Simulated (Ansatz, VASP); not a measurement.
One calculation of Cu, two programs

INCAR

```
SYSTEM = Cu
PREC = Accurate
ENCUT = 520
EDIFF = 1E-6
ISMEAR = 0
SIGMA = 0.15
LREAL = .False.
LASPH = .True.
NELM = 100
ALGO = Normal
ISIF = 2
LWAVE = .False.
LCHARG = .False.
GGA = PE
NBANDS = 12
```

Contents of KPOINTS:

```
Automatic mesh
0
Gamma
  22 22 22
  0 0 0
```

The input POSCAR:

```
Cu
1.0
    0.0000000000      1.7803875000      1.8346125000
    1.7803875000      0.0000000000      1.8346125000
    1.7803875000      1.7803875000      0.0000000000
Cu
1
Direct
    0.0000000000      0.0000000000      0.0000000000
```

Input for Ansatz:

```yaml
crystal:
  lattice:
    - [0.0, 1.7803875, 1.8346125]
    - [1.7803875, 0.0, 1.8346125]
    - [1.7803875, 1.7803875, 0.0]
  atoms:
    - { symbol: Cu, position: [0.0, 0.0, 0.0] }
basis:
  ecutwfc: 420
kpoints:
  mp_grid: { grid: [22, 22, 22] }
hamiltonian:
  xc: pbe
scf:
  occupations: { method: gaussian, width: 0.15 }
output:
  forces: true
  stress: true
  eigenvalues: true
```

Change from the starting cell: strain -0.015 along x and y, +0.015 along z, atoms carried along.

Alike in both runs: task single point; functional PBE; k mesh 22 × 22 × 22; occupations gaussian, width 0.15 eV; no spin polarisation.

|  | VASP | Ansatz |
| --- | --- | --- |
| version | VASP 6.6.1 | Ansatz 0.2.0 |
| potentials or method | VASP PAW PBE potentials, release 64 (Cu), cutoff 520 eV | scalar-relativistic, plane waves, PAW |
| valence electrons in the cell | 11 | 19 |

VASP gave:

```
gap on the k mesh at the Fermi level (eV)                     : none
pressure (GPa)                                                : 4.7
traceless stress, the component that is largest in VASP (GPa) : -1.36
```

Question: What did Ansatz give for the same quantities?

Answer: gap on the k mesh at the Fermi level (eV): none; pressure (GPa): 4.2; traceless stress, the component that is largest in VASP (GPa): -1.36.

A gap of «none» marks a metal or a gap that the smearing closes. VASP's potentials hold 11 valence electrons a cell and Ansatz's 19, so a difference there can come from the potentials and not from the codes.
